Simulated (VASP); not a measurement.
Set up this calculation in VASP 6.6.1, as the native input.

```yaml
Task: relaxation of cell and atoms
Functional: PBE
Potentials_or_basis: VASP PAW PBE potentials, release 64 (Ti_sv)
Cutoff: 600 eV
k_mesh: 21 × 21 × 21
Occupations: fermi-dirac, width 0.05 eV
Spin: no spin polarisation
Target_pressure: 350 GPa
Dipole_correction: no
Further_INCAR_settings: ALGO = Normal; EDIFF = 1e-06; IBRION = 2; EDIFFG = -0.005; NSW = 32; ISIF = 3
```

The structure of Ti lies in POSCAR:

```
Ti
1.0
    0.0000000000      1.5400893852      1.5400893852
    1.5400893852      0.0000000000      1.5400893852
    1.5400893852      1.5400893852      0.0000000000
Ti
1
Direct
    0.0000000000      0.0000000000      0.0000000000
```

One way to write it, as run:

INCAR

```
PREC = Accurate
ENCUT = 600
EDIFF = 1E-6
ISMEAR = -1
SIGMA = 0.05
LREAL = False
LASPH = True
NELM = 100
ALGO = Normal
ISIF = 3
LWAVE = False
LCHARG = False
GGA = PE
IBRION = 2
NSW = 32
EDIFFG = -0.005
PSTRESS = 3500.0
```

KPOINTS

```
Automatic mesh
0
Gamma
  21 21 21
```

Potentials or basis: VASP PAW PBE potentials, release 64 (Ti_sv).

The run is started by

```sh
$ cat potpaw_PBE.64/Ti_sv/POTCAR > POTCAR
$ mpirun -np 1 vasp_std > vasp.out
```

Results of the run:

```yaml
Relaxed_volume: 7.38 Å³/atom
Relaxed_cell: a = 2.185 Å, b = 2.185 Å, c = 2.185 Å, α = 60.00°, β = 60.00°, γ = 60.00°
Space_group_after_relaxing_to_0.05_Å: Fm-3m (No. 225)
Energy_change_on_relaxing_the_enthalpy_is_what_falls: -156.4 meV/atom
Ionic_steps: 6
Pressure_after_relaxing: 350.1 GPa
Band_gap_on_the_k_mesh: zero (band 6 reaches 22.15 eV, above the bottom of band 7 at 20.70 eV)
```

Caveat: the cell is relaxed towards a set pressure, so the enthalpy falls and the energy may rise.

It took 86 s on 1 thread of Intel Xeon 6975P-C (shared host), peak memory 0.15 GiB.
